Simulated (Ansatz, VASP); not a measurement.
# RbBr in VASP and in Ansatz

```
Rb Br
1.0
     4.12608    0.00000    0.00000
     0.00000    4.12608    0.00000
     0.00000    0.00000    4.02293
Rb Br
1 1
Direct
  0.00000 0.00000 0.00000
  0.50000 0.50000 0.50000
```

Change from the starting cell: strain +0.000 along x and y, -0.025 along z, atoms carried along.

Alike in both runs: task single point; functional PBEsol; k mesh 6 × 6 × 6; occupations gaussian, width 0.05 eV; no spin polarisation.

|  | VASP | Ansatz |
| --- | --- | --- |
| version | VASP 6.6.1 | Ansatz 0.2.0 |
| potentials or method | VASP PAW PBE potentials, release 64 (Rb_sv, Br), cutoff 520 eV | scalar-relativistic, plane waves, PAW |
| valence electrons in the cell | 16 | 16 |

|  | VASP | Ansatz | Ansatz less VASP |
| --- | --- | --- | --- |
| gap on the k mesh at the Fermi level (eV) | 3.90 | 3.90 | +0.002 |
| least direct gap on the mesh (eV) | 4.05 | 4.05 | +0.001 |
| pressure (GPa) | -0.2 | -0.2 | -0.04 |
| traceless stress, the component that is largest in VASP (GPa) | 0.51 | 0.51 | 0.000 |

VASP's potentials were made for PBE, not for PBEsol.
